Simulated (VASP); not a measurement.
Li4Nb4O11 (a cell with a defect), 19 atoms in the cell. The cell holds a defect, 19 atoms: a = 5.223 Å, b = 5.499 Å, c = 7.584 Å, α = 94.07°, β = 90.00°, γ = 90.00°.  This cell differs from its parent crystal: atom 18 moved 0.250 of the way to it and +0.525 Å across, host rigid.

| Quantity | Value |
| --- | --- |
| Program | VASP 6.6.1 |
| Task | single point |
| Functional | PBE |
| Potentials or basis | VASP PAW PBE potentials, release 64 (Li_sv, Nb_sv, O) |
| Cutoff | 520 eV |
| k mesh | 4 × 4 × 4 |
| Occupations | gaussian, width 0.05 eV |
| Spin | no spin polarisation |
| Dipole correction | no |
| Charge | 2 |
| Further INCAR settings | LREAL = Auto; ALGO = Normal; EDIFF = 1e-07; NBANDS = 80; NELECT = 128.0 |

Potentials or basis: VASP PAW PBE potentials, release 64 (Li_sv, Nb_sv, O).

Command:

```console
$ cat potpaw_PBE.64/Li_sv/POTCAR potpaw_PBE.64/Nb_sv/POTCAR potpaw_PBE.64/O/POTCAR > POTCAR
$ mpirun -np 1 vasp_std > vasp.out
```

Hardware: 1 thread of Intel(R) Xeon(R) 6975P-C (Granite Rapids) (shared host).

Task: Estimate the wall time of this run.

Result: It took 16 min on 1 thread of Intel(R) Xeon(R) 6975P-C (Granite Rapids) (shared host), peak memory 0.52 GiB. Counts: scf iterations 18, k points 36.
